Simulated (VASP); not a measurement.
# Pt (C2/c) in VASP: further runs

Runs on Pt. Level: PBEsol. Tasks: single point.

Everything below comes from runs of VASP 6.6.1. Logs are shortened: lines on timing, memory, paths and dates and some standing lists are left out, and cuts for length are marked.

### Step 1. The cell of the first run

Symmetry: C2/c, No. 15, monoclinic system. Conventional cell: a = 2.768 Å, b = 4.782 Å, c = 4.806 Å, α = 90.00°, β = 98.58°, γ = 90.00°. Pt (site symmetry 2) has 14 Pt at 2.71 to 3.74 Å within 3.8 Å.

### Step 2. Single point, PBEsol (strain -0.1500 x Voigt [0, 0, 0, 0, 1, 0])

File INCAR:

```
SYSTEM = Pt
PREC = Accurate
ENCUT = 520
EDIFF = 1E-6
ISMEAR = 0
SIGMA = 0.15
LREAL = .FALSE.
LASPH = .TRUE.
NELM = 80
ALGO = Fast
ISIF = 2
LWAVE = .FALSE.
LCHARG = .FALSE.
GGA = PS
NBANDS = 17
```

File KPOINTS:

```
regular mesh
0
G
  18 18 10
  0 0 0
```

File POSCAR:

```
Pt
1.0
    2.7606656158      0.0000000000     -0.2070499212
   -1.3803328079      2.3908065546      0.1035249606
   -0.3594100500      0.0000000000      4.7921340000
Pt
2
Direct
    0.6666666667      0.3333333333      0.7500000000
    0.3333333333      0.6666666667      0.2500000000
```

Potentials or basis: VASP PAW PBE potentials, release 64 (Pt).

Run with:

```
> cat potpaw_PBE.64/Pt/POTCAR > POTCAR
> mpirun -np 1 vasp_std > vasp.out
```

OUTCAR:

```text
SYSTEM = Pt
   PREC = Accurate
   ENCUT = 520
   EDIFF = 1E-6
   ISMEAR = 0
   LREAL = .FALSE.
   LASPH = .TRUE.
   NELM = 80
   ISIF = 2
   GGA = PS

 ion  position               nearest neighbor table
   1  0.667  0.333  0.750-   2 2.71   2 2.71   2 2.88   2 2.88   2 3.05   2 3.05
   2  0.333  0.667  0.250-   1 2.71   1 2.71   1 2.88   1 2.88   1 3.05   1 3.05

  LATTYP: Found a base centered monoclinic cell.
 ALAT       =     2.7684190998
 B/A-ratio  =     1.7271998700
 C/A-ratio  =     1.7358618054
 COS(beta)  =    -0.1491609696

  Lattice vectors:

 A1 = (   1.3803328079,  -2.3908065546,  -0.1035249606)
 A2 = (   1.3803328079,   2.3908065546,  -0.1035249606)
 A3 = (  -0.3594100500,   0.0000000000,   4.7921340000)

Analysis of symmetry for initial positions (statically):
=====================================================================
 Subroutine PRICEL returns:
 Original cell was already a primitive cell.

 Routine SETGRP: Setting up the symmetry group for a
 base centered monoclinic supercell.

 Subroutine GETGRP returns: Found  4 space group operations
 (whereof  2 operations were pure point group operations)
 out of a pool of  4 trial point group operations.

The static configuration has the point symmetry S_2 .
 The point group associated with its full space group is C_2h.

Analysis of symmetry for dynamics (positions and initial velocities):
=====================================================================
 Subroutine PRICEL returns:
 Original cell was already a primitive cell.

 Routine SETGRP: Setting up the symmetry group for a
 base centered monoclinic supercell.

 Subroutine GETGRP returns: Found  4 space group operations
 (whereof  2 operations were pure point group operations)
 out of a pool of  4 trial point group operations.

The dynamic configuration has the point symmetry S_2 .
 The point group associated with its full space group is C_2h.

 Subroutine INISYM returns: Found  4 space group operations
 (whereof  2 operations are pure point group operations),
 and found     1 'primitive' translations

----------------------------------------------------------------------------------------

                                     Primitive cell

  volume of cell :      31.4512

  direct lattice vectors                    reciprocal lattice vectors
     2.760665616  0.000000000 -0.207049921     0.364280561  0.209134444  0.027321042
    -1.380332808  2.390806555  0.103524961     0.000000000  0.418268888  0.000000000
    -0.359410050  0.000000000  4.792134000     0.015739180  0.000000000  0.209855739

  length of vectors
     2.768419100  2.762606027  4.805592977     0.420932278  0.418268888  0.210445130

  position of ions in fractional coordinates (direct lattice)
     0.666666667  0.333333333  0.750000000
     0.333333333  0.666666667  0.250000000

  ion indices of the primitive-cell ions
   primitive index   ion index
                 1           1
                 2           2

----------------------------------------------------------------------------------------

 KPOINTS: regular mesh

Automatic generation of k-mesh.
 Grid dimensions read from file:
 generate k-points for:   18   18   10

 Generating k-lattice:

  Cartesian coordinates                     Fractional coordinates (reciprocal lattice)
     0.020237809  0.011618580  0.001517836     0.055555556 -0.000000000  0.000000000
     0.000000000  0.023237160  0.000000000     0.000000000  0.055555556  0.000000000
     0.001573918  0.000000000  0.020985574     0.000000000 -0.000000000  0.100000000

  Length of vectors
     0.023385127  0.023237160  0.021044513

  Shift w.r.t. Gamma in fractional coordinates (k-lattice)
     0.000000000  0.000000000  0.000000000

 Subroutine IBZKPT returns following result:
 ===========================================

 Found    866 irreducible k-points:

 Following reciprocal coordinates:
            Coordinates               Weight
  0.000000  0.000000  0.000000      1.000000
  0.055556 -0.000000  0.000000      4.000000
  0.111111 -0.000000  0.000000      4.000000
  0.166667 -0.000000  0.000000      4.000000
  0.222222 -0.000000  0.000000      4.000000
  0.277778  0.000000  0.000000      4.000000
[... 16 lines left out ...]
 -0.333333  0.055556  0.000000      4.000000
 -0.277778  0.055556  0.000000      4.000000
 [... further k-points ...]
   k-points           NKPTS =    866   k-points in BZ     NKDIM =    866   number of bands    NBANDS=     17
   number of dos      NEDOS =    301   number of ions     NIONS =      2
   total plane-waves  NPLWV =  20736
   dimension x,y,z NGX =    24 NGY =   24 NGZ =   36
   dimension x,y,z NGXF=    48 NGYF=   48 NGZF=   72
   ions per type =               2
   NGX,Y,Z   is equivalent  to a cutoff of  14.41, 14.44, 12.45 a.u.
   NGXF,Y,Z  is equivalent  to a cutoff of  28.82, 28.89, 24.91 a.u.
 SYSTEM =  Pt
   PREC   = accura    normal or accurate (medium, high low for compatibility)
   ISTART =      0    job   : 0-new  1-cont  2-samecut
   ICHARG =      2    charge: 1-file 2-atom 10-const
   ISPIN  =      1    spin polarized calculation?
   LNONCOLLINEAR =      F non collinear calculations
   LSORBIT =      F    spin-orbit coupling
   LASPH  =      T    aspherical Exc in radial PAW
   ENCUT  =  520.0 eV  38.22 Ry    6.18 a.u.   5.15  5.14  8.94*2*pi/ulx,y,z
   NELM   =     80;   NELMIN=  2; NELMDL= -5     # of ELM steps
   EDIFF  = 0.1E-05   stopping-criterion for ELM
   LREAL  =      F    real-space projection
   EDIFFG = 0.1E-04   stopping-criterion for IOM
   NSW    =      0    number of steps for IOM
   IBRION =     -1    ionic relax: 0-MD 1-quasi-New 2-CG
   NFREE  =      0    steps in history (QN), initial steepest desc. (CG)
   ISIF   =      2    stress and relaxation
   ISYM   =      2    0-nonsym 1-usesym 2-fastsym
   POTIM  = 0.5000    time-step for ionic-motion
   TEBEG  =    0.0;   TEEND  =   0.0 temperature during run
   PSTRESS=    0.0 pullay stress
   NELECT =      20.0000    total number of electrons
   NUPDOWN=      -1.0000    fix difference up-down
   EMIN   =  10.00;   EMAX   =-10.00  energy-range for DOS
   EFERMI =   0.00;   METHOD = LEGACY
   ISMEAR =     0;   SIGMA  =   0.15  broadening in eV -4-tet -1-fermi 0-gaus
   EFERMI_NEDOS =   21; number of points for ismear=-14 and -15
   IALGO  =     68    algorithm
   IMIX   =      4    mixing-type and parameters
     AMIX     =   0.40;   BMIX     =  1.00
     AMIX_MAG =   1.60;   BMIX_MAG =  1.00
  volume/ion in A,a.u.               =      15.73       106.12
  Fermi-wavevector in a.u.,A,eV,Ry     =   1.407794  2.660344 26.965158  1.981883
  Thomas-Fermi vector in A             =   2.530017
   LORBIT       =      0    0 simple, 1 ext, 2 COOP (PROOUT), +10 PAW based schemes
   GGA     = PS    functional components
   LHFCALC =     F    Hartree Fock is set to
   AEXX    =    0.0000 exact exchange contribution
   IVDW    =     0    specifies the selected vdW correction
   LEPSILON=     F    determine dielectric tensor
   LRPA    =     F    only Hartree local field effects (RPA)
 non-spin polarized calculation
 RMM-DIIS sequential band-by-band and
 Gauss-broadening in eV      SIGMA  =   0.15
  energy-cutoff  :      520.00
  volume of cell :       31.45
 maximum number of plane-waves:       865
 NGX is ok and might be reduce to    24
   NGX = 11   NGY = 11   NGZ = 17

 number of electron      20.0000004 magnetization

 Free energy of the ion-electron system (eV)
  ---------------------------------------------------
  ext. energy  EPLUGINS =         0.00000000
  ---------------------------------------------------
  free energy    TOTEN  =       -13.74911603 eV

  energy without entropy =      -13.71399957  energy(sigma->0) =      -13.73155780

 E-fermi :  10.2997     XC(G=0): -13.3716

 val. band max:       10.2978903636   @ k =  -0.2778   0.4444   0.1000
 cond. band min:      10.3007529658   @ k =  -0.4444   0.0556   0.1000
 fundamental gap:      0.0028626022
 Fermi energy:        10.2996757603

 k-point     1 :       0.0000    0.0000    0.0000
  band No.  band energies     occupation
      1       0.4796      2.00000
      2       3.2324      2.00000
      3       6.0600      2.00000
      4       6.8643      2.00000
      5       6.8730      2.00000
      6       7.1329      2.00000
[... 9 lines left out ...]
     16      27.2270      0.00000
     17      31.2891      0.00000

 k-point     2 :       0.0556   -0.0000    0.0000
  band No.  band energies     occupation
      1       0.5926      2.00000
      2       3.3328      2.00000
      3       6.0789      2.00000
      4       6.8197      2.00000
      5       6.9544      2.00000
      6       7.0918      2.00000
[... 9 lines left out ...]
     16      27.3792      0.00000
     17      30.4237      0.00000

 k-point     3 :       0.1111   -0.0000    0.0000
  band No.  band energies     occupation
      1       0.9237      2.00000
      2       3.6155      2.00000
      3       6.0880      2.00000
      4       6.7340      2.00000
      5       6.9502      2.00000
      6       7.1974      2.00000
[... 9 lines left out ...]
     16      27.6525      0.00000
     17      29.0366      0.00000

 k-point     4 :       0.1667   -0.0000    0.0000
  band No.  band energies     occupation
      1       1.4456      2.00000
      2       4.0091      2.00000
      3       5.9966      2.00000
      4       6.6072      2.00000
      5       6.7951      2.00000
      6       7.1761      2.00000
[... 9 lines left out ...]
     16      27.7914      0.00000
     17      28.1261      0.00000

 k-point     5 :       0.2222   -0.0000    0.0000
  band No.  band energies     occupation
      1       2.1030      2.00000
      2       4.3414      2.00000
      3       5.8557      2.00000
      4       6.3678      2.00000
      5       6.4037      2.00000
      6       7.2839      2.00000
[... 9 lines left out ...]
     16      26.9817      0.00000
     17      27.9343      0.00000

 k-point     6 :       0.2778    0.0000    0.0000
  band No.  band energies     occupation
      1       2.7938      2.00000
      2       4.4036      2.00000
      3       5.5266      2.00000
      4       6.2415      2.00000
      5       6.3886      2.00000
      6       7.4090      2.00000
[... 9 lines left out ...]
     16      25.6640      0.00000
     17      27.2102      0.00000

 k-point     7 :       0.3333   -0.0000   -0.0000
  band No.  band energies     occupation
      1       3.3631      2.00000
      2       4.2592      2.00000
      3       5.1215      2.00000
      4       6.2705      2.00000
      5       6.6436      2.00000
      6       7.3378      2.00000
[... 9 lines left out ...]
     16      24.3096      0.00000
     17      26.0151      0.00000

 k-point     8 :       0.3889   -0.0000    0.0000
  band No.  band energies     occupation
      1       3.6911      2.00000
      2       4.0803      2.00000
      3       4.8052      2.00000
      4       6.3827      2.00000
      5       6.8761      2.00000
      6       7.2789      2.00000
[... 9 lines left out ...]
     16      23.2290      0.00000
     17      25.0201      0.00000
[... 203 lines left out ...]
      1       3.9246      2.00000
      2       3.9979      2.00000
      3       4.5755      2.00000
      4       6.4081      2.00000
      5       6.9528      2.00000
      6       7.5624      2.00000
[... 9 lines left out ...]
     16      22.0959      0.00000
     17      24.3138      0.00000

 k-point    20 :       0.5000    0.0556    0.0000
  band No.  band energies     occupation
      1       3.9286      2.00000
      2       3.9983      2.00000
      3       4.5756      2.00000
      4       6.4380      2.00000
      5       6.9433      2.00000
      6       7.4672      2.00000
[... 9 lines left out ...]
     16      22.1328      0.00000
     17      24.2338      0.00000

 k-point    21 :      -0.4444    0.0556   -0.0000
  band No.  band energies     occupation
      1       3.8677      2.00000
      2       4.0845      2.00000
      3       4.7081      2.00000
      4       6.4560      2.00000
      5       6.9419      2.00000
      6       7.1184      2.00000
[... 9 lines left out ...]
     16      22.7048      0.00000
     17      24.6690      0.00000

 k-point    22 :      -0.3889    0.0556    0.0000
  band No.  band energies     occupation
      1       3.6545      2.00000
      2       4.2462      2.00000
      3       4.9646      2.00000
      4       6.3646      2.00000
      5       6.7128      2.00000
      6       7.0531      2.00000
[... 9 lines left out ...]
     16      23.7798      0.00000
     17      25.4619      0.00000

 k-point    23 :      -0.3333    0.0556    0.0000
  band No.  band energies     occupation
      1       3.1949      2.00000
      2       4.4272      2.00000
      3       5.3292      2.00000
      4       6.2279      2.00000
      5       6.4215      2.00000
      6       7.1537      2.00000
[... 9 lines left out ...]
     16      25.0609      0.00000
     17      26.6160      0.00000

 k-point    24 :      -0.2778    0.0556    0.0000
  band No.  band energies     occupation
      1       2.5371      2.00000
      2       4.4915      2.00000
      3       5.7325      2.00000
      4       6.1493      2.00000
      5       6.3272      2.00000
      6       7.1918      2.00000
[... 9 lines left out ...]
     16      26.2047      0.00000
     17      27.7451      0.00000

 [... further k-points ...]

------------------------ aborting loop because EDIFF is reached ----------------------------------------

  FORCE on cell =-STRESS in cart. coord.  units (eV):
  Direction    XX          YY          ZZ          XY          YZ          ZX
  --------------------------------------------------------------------------------------
  -------------------------------------------------------------------------------------
  Total       -1.8515867     -2.1088582     -1.1197051      0.0000000      0.0000000      0.4680861
  in kB      -94.3229199   -107.4287605    -57.0396498      0.0000000      0.0000000     23.8450905
  external PRESSURE =     -86.2637767 kB  Pullay stress =       0.0000000 kB

 VOLUME and BASIS-vectors are now :
 -----------------------------------------------------------------------------
  energy-cutoff  :      520.00
  volume of cell :       31.45
      direct lattice vectors                 reciprocal lattice vectors
     2.760665616  0.000000000 -0.207049921     0.364280561  0.209134444  0.027321042
    -1.380332808  2.390806555  0.103524961     0.000000000  0.418268888  0.000000000
    -0.359410050  0.000000000  4.792134000     0.015739180  0.000000000  0.209855739

 POSITION                                       TOTAL-FORCE (eV/Angst)
 -----------------------------------------------------------------------------------
      1.11078      0.79694      3.49058        -0.000000     -0.115534     -0.000000
     -0.08985      1.59387      1.19803         0.000000      0.115534      0.000000
 -----------------------------------------------------------------------------------
    total drift:                                0.000000     -0.000000     -0.000000

  FREE ENERGIE OF THE ION-ELECTRON SYSTEM (eV)
  ---------------------------------------------------
  free  energy   TOTEN  =       -13.7491160292 eV

  energy  without entropy=      -13.7139995671  energy(sigma->0) =      -13.73155780
```

Wall time 3.4 min (1 thread of Intel Xeon Platinum 8488C (Sapphire Rapids), shared host); peak memory 0.47 GiB.

Results:

```
Free energy            : -13.7491 eV
Pressure               : -8.6 GPa
Largest force          : 0.116 eV/Å
Band gap on the k mesh : zero (bands 10 and 11 overlap by 1.26 eV)
```

Forces in eV/Å, atoms in the order of the input:
```
Pt   0.000 -0.116  0.000
Pt   0.000  0.116  0.000
```

Stress tensor (GPa, compression positive):
```
 -9.43   0.00   2.38
  0.00 -10.74   0.00
  2.38   0.00  -5.70
```

Caveat: the cell differs from its parent crystal (strain -0.1500 x Voigt [0, 0, 0, 0, 1, 0]); the cell stands under tension; the PAW data sets were made with another functional, which shifts forces and pressure a little; spin-orbit coupling is left out, which moves the levels of the heavy elements.

[end of part 1 of 2]
